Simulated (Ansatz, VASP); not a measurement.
# Two plane-wave programs on CO2

INCAR

```
SYSTEM = CO2
PREC = Accurate
ENCUT = 600
EDIFF = 1E-6
ISMEAR = 0
SIGMA = 0.02
LREAL = .FALSE.
LASPH = .TRUE.
NELM = 80
ALGO = Normal
ISIF = 3
LWAVE = .FALSE.
LCHARG = .FALSE.
GGA = PE
IVDW = 12
IBRION = 2
NSW = 90
EDIFFG = -0.02
```

File KPOINTS:

```
Automatic mesh
0
G
  4 4 4
  0 0 0
```

Contents of POSCAR:

```
CO2
1.0
    5.6626351861      0.0000000000      0.0000000000
    0.0000000000      5.6626351861      0.0000000000
    0.0000000000      0.0000000000      5.6626351861
C O
4 8
Direct
    0.0000000000      0.0000000000      0.0000000000
    0.5000000000      0.0000000000      0.5000000000
    0.5000000000      0.5000000000      0.0000000000
    0.0000000000      0.5000000000      0.5000000000
    0.1191880853      0.1191880853      0.1191880853
    0.3808119147      0.8808119147      0.6191880853
    0.6191880853      0.3808119147      0.8808119147
    0.8808119147      0.6191880853      0.3808119147
    0.8808119147      0.8808119147      0.8808119147
    0.6191880853      0.1191880853      0.3808119147
    0.3808119147      0.6191880853      0.1191880853
    0.1191880853      0.3808119147      0.6191880853
```

Input for Ansatz:

```yaml
crystal:
  lattice:
    - [5.6626351861, 0.0, 0.0]
    - [0.0, 5.6626351861, 0.0]
    - [0.0, 0.0, 5.6626351861]
  atoms:
    - { symbol: C, position: [0.0, 0.0, 0.0] }
    - { symbol: C, position: [0.5, 0.0, 0.5] }
    - { symbol: C, position: [0.5, 0.5, 0.0] }
    - { symbol: C, position: [0.0, 0.5, 0.5] }
    - { symbol: O, position: [0.1191880853, 0.1191880853, 0.1191880853] }
    - { symbol: O, position: [0.3808119147, 0.8808119147, 0.6191880853] }
    - { symbol: O, position: [0.6191880853, 0.3808119147, 0.8808119147] }
    - { symbol: O, position: [0.8808119147, 0.6191880853, 0.3808119147] }
    - { symbol: O, position: [0.8808119147, 0.8808119147, 0.8808119147] }
    - { symbol: O, position: [0.6191880853, 0.1191880853, 0.3808119147] }
    - { symbol: O, position: [0.3808119147, 0.6191880853, 0.1191880853] }
    - { symbol: O, position: [0.1191880853, 0.3808119147, 0.6191880853] }
basis:
  ecutwfc: 420
kpoints:
  mp_grid: { grid: [4, 4, 4] }
hamiltonian:
  xc: pbe
  dispersion: d3bj
scf:
  occupations: { method: gaussian, width: 0.02 }
output:
  forces: true
  stress: true
  eigenvalues: true
relax:
  adjacent_minimum: "off"
  f_tol: 0.02
  max_steps: 70
  cell: { stress_tol: 0.03 }
```

Alike in both runs: task relaxation of cell and atoms; functional PBE; dispersion D3(BJ); k mesh 4 × 4 × 4; occupations gaussian, width 0.02 eV; no spin polarisation.

|  | VASP | Ansatz |
| --- | --- | --- |
| version | VASP 6.6.1 | Ansatz 0.2.0 |
| potentials or method | VASP PAW PBE potentials, release 64 (C, O), cutoff 600 eV | scalar-relativistic, plane waves, PAW |
| valence electrons in the cell | 64 | 64 |

VASP gave:

| Property | Result |
| --- | --- |
| gap on the k mesh at the Fermi level, each at its own relaxed structure (eV) | 6.70 |
| relaxed volume (Å³/atom) | 15.17 |
| relaxed cell length with the largest relative difference (Å) | 5.668 |

What did Ansatz give for the same quantities?

gap on the k mesh at the Fermi level, each at its own relaxed structure (eV): 6.74; relaxed volume (Å³/atom): 15.57; relaxed cell length with the largest relative difference (Å): 5.717.

Noted on VASP's run: the standard files for N, O and F lose accuracy on very short bonds.
